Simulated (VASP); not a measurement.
Runs of VASP 6.6.1 on Ti3Si. It takes space group Fm-3m (No. 225, cubic). Conventional cell: a = 6.289 Å, b = 6.289 Å, c = 6.289 Å, α = 90.00°, β = 90.00°, γ = 90.00°. Within 3.6 Å of Ti (site symmetry -43m) lie 10 Ti at 2.72 to 3.14 Å and 4 Si at 2.72 Å. Ti (site symmetry m-3m) has 8 Ti at 2.72 Å and 6 Si at 3.14 Å within 3.6 Å. Si (site symmetry m-3m) has 14 Ti at 2.72 to 3.14 Å within 3.6 Å. 

| k mesh | gap on the mesh (eV) | pressure (GPa) |
| --- | --- | --- |
| 2 × 2 × 2 | none | (a) |
| 5 × 5 × 5 | none | -1.7 |
| 8 × 8 × 8 | none | -1.7 |
| 4 × 4 × 4 | none | -1.5 |
| 6 × 6 × 6 | none | -1.6 |
| 3 × 3 × 3 | none | -1.9 |

Alike in all rows: task single point; level r2SCAN; potentials or basis VASP PAW PBE potentials, release 64 (Ti_sv, Si); no spin polarisation; cell as given; cutoff (eV) 520; smearing methfessel-paxton 0.15 eV.

Fill in the values left out.

(a) -0.8.

Caveats: some runs use coarse meshes; the PAW data sets were made with another functional, which shifts forces and pressure a little.

A gap of «none» marks levels without a gap at the run's occupations.
